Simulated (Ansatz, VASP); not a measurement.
# Two plane-wave programs on Al2Cu

Contents of INCAR:

```
PREC     = Accurate       # precision mode
ENCUT    = 520            # plane-wave cutoff, eV
EDIFF    = 1E-6           # SCF threshold, eV
ISMEAR   = 0              # smearing method
SIGMA    = 0.15           # smearing width, eV
LREAL    = False          # projectors in reciprocal space
LASPH    = True           # aspherical terms in the spheres
NELM     = 60             # most SCF steps
ALGO     = Fast           # electronic algorithm
ISIF     = 2              # what is computed and relaxed
LWAVE    = False          # write WAVECAR
LCHARG   = False          # write CHGCAR
GGA      = PS             # functional
NBANDS   = 26             # bands
```

The input KPOINTS:

```
regular mesh
0
Gamma
  10 10 10
```

The input POSCAR:

```
Al2Cu
1.0
   -3.1163500000      3.1163500000      2.4621000000
    3.1163500000     -3.1163500000      2.4621000000
    3.1163500000      3.1163500000     -2.4621000000
Al Cu
4 2
Direct
    0.1593210787      0.6593210787      0.8186421574
    0.6593210787      0.8406789213      0.5000000000
    0.8406789213      0.3406789213      0.1813578426
    0.3406789213      0.1593210787      0.5000000000
    0.7500000000      0.7500000000      0.0000000000
    0.2500000000      0.2500000000      0.0000000000
```

Input for Ansatz:

```yaml
crystal:
  lattice:
    - [-3.11635, 3.11635, 2.4621]
    - [3.11635, -3.11635, 2.4621]
    - [3.11635, 3.11635, -2.4621]
  atoms:
    - { symbol: Al, position: [0.1593210787, 0.6593210787, 0.8186421574] }
    - { symbol: Al, position: [0.6593210787, 0.8406789213, 0.5] }
    - { symbol: Al, position: [0.8406789213, 0.3406789213, 0.1813578426] }
    - { symbol: Al, position: [0.3406789213, 0.1593210787, 0.5] }
    - { symbol: Cu, position: [0.75, 0.75, 0.0] }
    - { symbol: Cu, position: [0.25, 0.25, 0.0] }
basis:
  ecutwfc: 520.0
kpoints:
  mp_grid: { grid: [10, 10, 10] }
hamiltonian:
  xc: pbesol
  pseudopotentials: { kind: paw, azcp: { folder: soft_1 } }
scf:
  occupations: { method: gaussian, width: 0.15 }
output:
  forces: true
  stress: true
  eigenvalues: true
```

Alike in both runs: task single point; functional PBEsol; k mesh 10 × 10 × 10; occupations gaussian, width 0.15 eV; no spin polarisation.

|  | VASP | Ansatz |
| --- | --- | --- |
| version | VASP 6.6.1 | Ansatz 0.2.0 |
| potentials or method | VASP PAW PBE potentials, release 64 (Al, Cu), cutoff 520 eV | scalar-relativistic, plane waves, PAW |
| valence electrons in the cell | 34 | 50 |

Ansatz gave:

| Property | Result |
| --- | --- |
| gap on the k mesh at the Fermi level (eV) | none |
| pressure (GPa) | -8.6 |
| traceless stress, the component that is largest in VASP (GPa) | 1.35 |
| rms of the force components (eV/Å) | 0.008 |

Problem. Estimate VASP's values.

Solution. gap on the k mesh at the Fermi level (eV): none; pressure (GPa): -8.4; traceless stress, the component that is largest in VASP (GPa): 1.39; rms of the force components (eV/Å): 0.006.

VASP's potentials were made for PBE, not for PBEsol, and Ansatz warns of the same on its side. Atom by atom the forces differ by 0.002 eV/Å (rms over components). A gap of «none» marks a metal or a gap that the smearing closes. With one functional, cell and mesh, what is left measures potentials, basis and numerics. VASP's potentials hold 34 valence electrons a cell and Ansatz's 50, so a difference there can come from the potentials and not from the codes.
